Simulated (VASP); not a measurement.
A run of VASP 6.6.1:

File POSCAR:

```
Ba
1.0
    4.3116137000      0.0000000000      0.0000000000
   -2.1558068500      3.7339669900      0.0000000000
    0.0000000000      0.0000000000      9.9134133000
Ba
2
Direct
    0.0000000000      0.0000000000      0.3026202892
    0.0000000000      0.0000000000      0.6973797108
```

File INCAR.step1:

```
ALGO     = Normal         # electronic algorithm
DIPOL    = 0.5 0.5 0.500
EDIFF    = 1E-4           # SCF threshold, eV
ENCUT    = 520            # plane-wave cutoff, eV
GGA      = PE             # functional
IDIPOL   = 3            
ISMEAR   = 1              # smearing method
LASPH    = T              # aspherical terms in the spheres
LCHARG   = F              # write CHGCAR
LDIPOL   = T            
LREAL    = F              # projectors in reciprocal space
LWAVE    = T              # write WAVECAR
NBANDS   = 17             # bands
NELM     = 80             # most SCF steps
PREC     = Accurate       # precision mode
SIGMA    = 0.1            # smearing width, eV
```

File INCAR.step2:

```
ALGO     = Normal         # electronic algorithm
DIPOL    = 0.5 0.5 0.500
EDIFF    = 1E-6           # SCF threshold, eV
ENCUT    = 520            # plane-wave cutoff, eV
IDIPOL   = 3            
ISIF     = 2              # what is computed and relaxed
ISMEAR   = 1              # smearing method
ISTART   = 1            
LASPH    = T              # aspherical terms in the spheres
LCHARG   = T              # write CHGCAR
LDIPOL   = T            
LELF     = T              # ELF
LMIXTAU  = T            
LREAL    = F              # projectors in reciprocal space
LVACPOTAV= T            
LVHAR    = T            
LWAVE    = F              # write WAVECAR
METAGGA  = R2SCAN         # meta-GGA
NBANDS   = 17             # bands
NELM     = 80             # most SCF steps
PREC     = Accurate       # precision mode
SIGMA    = 0.1            # smearing width, eV
```

The input KPOINTS:

```
k-points
0
Gamma
  5 5 1
```

Potentials or basis: VASP PAW PBE potentials, release 64 (Ba_sv).

Launch:

```console
$ cat potpaw_PBE.64/Ba_sv/POTCAR > POTCAR
$ cp INCAR.step1 INCAR
$ mpirun -np 1 vasp_std > vasp.out
$ cp INCAR.step2 INCAR
$ mpirun -np 1 vasp_std > vasp.out
```

Hardware: 1 thread of Intel(R) Xeon(R) Platinum 8375C CPU @ 2.90GHz (Ice Lake), on a shared host.

Task: How long does it take, and how much memory?

Result: It took 63 s on 1 thread of Intel(R) Xeon(R) Platinum 8375C CPU @ 2.90GHz (Ice Lake) (shared host), peak memory 0.29 GiB. Counts: k points 5.
